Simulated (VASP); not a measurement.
Here is a VASP 6.6.1 calculation.

Contents of POSCAR:

```
AlSi23HO48
1.0
    9.8316000000      0.0000000000      0.0000000000
   -4.9158000000      8.5144150000      0.0000000000
    0.0000000000      0.0000000000     10.8182000000
Si O Al H
23 48 1 1
Direct
    0.2665240000      0.0059135000      0.1655480000
    0.0047801000      0.2668430000      0.3336890000
    0.2385990000      0.2405240000      0.9993619200
    0.2643930000      0.9914680000      0.6636310000
    0.9894460000      0.2647620000      0.8359160000
    0.2293890000      0.2223500000      0.5039390000
    0.2727950000      0.5039720000      0.1701260000
    0.0007480400      0.7714690000      0.3320030000
    0.2399190000      0.7394080000      0.0036103000
    0.0005861100      0.7613600000      0.8352580000
    0.2367220000      0.7327650000      0.4952940000
    0.7737470000      0.0013135000      0.1675400000
    0.4994380000      0.2689920000      0.3361520000
    0.7231280000      0.2276360000      0.0052600000
    0.7672260000      0.0003560100      0.6682640000
    0.4965340000      0.2621350000      0.8323230000
    0.7339230000      0.2294280000      0.4977480000
    0.7650270000      0.5009460000      0.1701520000
    0.5060110000      0.7694440000      0.3373120000
    0.7350110000      0.7342260000      0.0017393000
    0.7695000000      0.4946490000      0.6683140000
    0.5049940000      0.7715690000      0.8364450000
    0.7366290000      0.7353900000      0.5035120000
    0.0669300000      0.1970330000      0.4418620000
    0.3005170000      0.3678670000      0.1107810000
    0.1415150000      0.4331920000      0.2788680000
    0.2055230000      0.0726220000      0.0529050000
    0.3638220000      0.2956960000      0.3956590000
    0.4304760000      0.1432870000      0.2228400000
    0.0774410000      0.2214290000      0.9403120000
    0.2816500000      0.3345550000      0.6226230000
    0.1127490000      0.4436080000      0.7736440000
    0.2025460000      0.0517640000      0.5480320000
    0.3666400000      0.3006510000      0.8886370000
    0.4259760000      0.1307370000      0.7237120000
    0.0744250000      0.7148220000      0.4404160000
    0.2990230000      0.8705150000      0.1122040000
    0.1321980000      0.9367910000      0.2719290000
    0.2122820000      0.5747800000      0.0606630000
    0.3722160000      0.8059320000      0.3878360000
    0.4380460000      0.6385040000      0.2276310000
    0.0725450000      0.7073100000      0.9477570000
    0.2961460000      0.8548910000      0.6125940000
    0.1305640000      0.9238230000      0.7720150000
    0.2046780000      0.5650810000      0.5413850000
    0.3666500000      0.8003610000      0.8916470000
    0.4446260000      0.6419540000      0.7304500000
    0.5694620000      0.2032300000      0.4422660000
    0.7877240000      0.3607110000      0.1128000000
    0.6375250000      0.4354250000      0.2820770000
    0.7013660000      0.0652280000      0.0614060000
    0.8647800000      0.2916250000      0.3887050000
    0.9390500000      0.1430300000      0.2186820000
    0.5593170000      0.1980150000      0.9456520000
    0.7972430000      0.3592890000      0.6087090000
    0.6382200000      0.4247080000      0.7766210000
    0.7041580000      0.0647460000      0.5563510000
    0.8528310000      0.2900690000      0.8935630000
    0.9329220000      0.1411050000      0.7233450000
    0.5690300000      0.7046840000      0.4500810000
    0.8090660000      0.8707120000      0.1071580000
    0.6493380000      0.9307470000      0.2810300000
    0.7023520000      0.5687240000      0.0603190000
    0.8621690000      0.7960110000      0.3902950000
    0.9317650000      0.6379980000      0.2237340000
    0.5714880000      0.7153310000      0.9525590000
    0.7999120000      0.8658140000      0.6135890000
    0.6435860000      0.9394650000      0.7823920000
    0.7160940000      0.5738100000      0.5617710000
    0.8581930000      0.7836980000      0.8863920000
    0.9385760000      0.6183740000      0.7325650000
    0.2790850000      0.5026830000      0.6579390000
    0.0661294300      0.4942303400      0.7606703900
```

INCAR.step1

```
PREC = Accurate
ENCUT = 520
ISMEAR = 0
SIGMA = 0.02
LREAL = Auto
LASPH = T
NELM = 80
NBANDS = 234
GGA = PE
ALGO = Normal
EDIFF = 1E-4
LWAVE = T
LCHARG = F
```

File INCAR.step2:

```
PREC = Accurate
ENCUT = 520
EDIFF = 1E-6
ISMEAR = 0
SIGMA = 0.02
LREAL = Auto
LASPH = T
NELM = 80
ALGO = Normal
ISIF = 2
LWAVE = F
LCHARG = F
METAGGA = R2SCAN
LMIXTAU = T
NBANDS = 234
ISTART = 1
```

The input KPOINTS:

```
regular mesh
0
Gamma
  1 1 1
```

Potentials or basis: VASP PAW PBE potentials, release 64 (Si, O, Al, H).

Command:

```console
$ cat potpaw_PBE.64/Si/POTCAR potpaw_PBE.64/O/POTCAR potpaw_PBE.64/Al/POTCAR potpaw_PBE.64/H/POTCAR > POTCAR
$ cp INCAR.step1 INCAR
$ mpirun -np 1 vasp_gam > vasp.out
$ cp INCAR.step2 INCAR
$ mpirun -np 1 vasp_gam > vasp.out
```

Question: Predict the pressure.

Answer: -2.1 GPa.

Question: What does it give for the band gap on the k mesh?

Answer: 6.22 eV.

Question: What does it give for the largest force?

Answer: 11.107 eV/Å.

Forces in eV/Å, atoms in the order of the input:
```
Si   0.033 -0.010 -0.002
Si  -0.038  0.040 -0.014
Si   0.011 -0.018 -0.013
Si   0.022 -0.028  0.044
Si   0.065 -0.274  0.128
Si  -0.010 -0.070 -0.032
Si   0.051 -0.008  0.012
Si  -0.021  0.032  0.012
Si  -0.086 -0.006  0.006
Si   0.000 -0.164 -0.156
Si  -0.072  0.005  0.013
Si   0.051  0.000  0.010
Si  -0.001  0.035  0.003
Si  -0.052 -0.030  0.019
Si   0.050 -0.021 -0.040
Si  -0.020  0.080 -0.027
Si  -0.031 -0.006  0.025
Si   0.028  0.007 -0.006
Si   0.013  0.036 -0.006
Si   0.010 -0.034 -0.037
Si   0.182  0.141  0.116
Si   0.000  0.059  0.051
Si   0.015 -0.071  0.034
O    0.122  0.242 -0.114
O   -0.270 -0.014 -0.147
O    0.145 -0.216 -0.150
O    0.141  0.240  0.159
O    0.109 -0.252  0.133
O   -0.248  0.007  0.148
O    0.041  0.208 -0.179
O   -0.175 -0.005 -0.243
O    9.210 -5.948  1.778
O    0.112  0.254  0.181
O    0.104 -0.261  0.177
O   -0.251  0.001  0.127
O    0.127  0.203 -0.152
O   -0.255 -0.021 -0.161
O    0.173 -0.212 -0.133
O    0.145  0.205  0.129
O    0.120 -0.282  0.163
O   -0.271  0.024  0.144
O    0.166  0.231 -0.119
O   -0.255  0.001 -0.193
O    0.185 -0.174 -0.131
O    0.094  0.237  0.149
O    0.134 -0.242  0.148
O   -0.225  0.090  0.156
O    0.107  0.237 -0.141
O   -0.250 -0.021 -0.145
O    0.135 -0.230 -0.165
O    0.151  0.230  0.118
O    0.130 -0.235  0.144
O   -0.248 -0.014  0.170
O    0.146  0.230 -0.133
O   -0.235 -0.070 -0.164
O    0.104 -0.260 -0.133
O    0.152  0.216  0.154
O    0.222 -0.169  0.060
O   -0.277  0.080  0.193
O    0.115  0.250 -0.167
O   -0.300 -0.037 -0.116
O    0.097 -0.205 -0.160
O    0.151  0.218  0.148
O    0.126 -0.212  0.140
O   -0.269  0.015  0.147
O    0.128  0.199 -0.184
O   -0.292  0.009 -0.143
O    0.131 -0.231 -0.160
O    0.083  0.191  0.097
O    0.090 -0.168  0.224
O   -0.494  0.158  0.105
Al   0.163 -0.009 -0.078
H   -9.248  5.815 -1.822
```

Caveat: the k points lie up to 0.74 Å⁻¹ apart; the PAW data sets were made with another functional, which shifts forces and pressure a little.
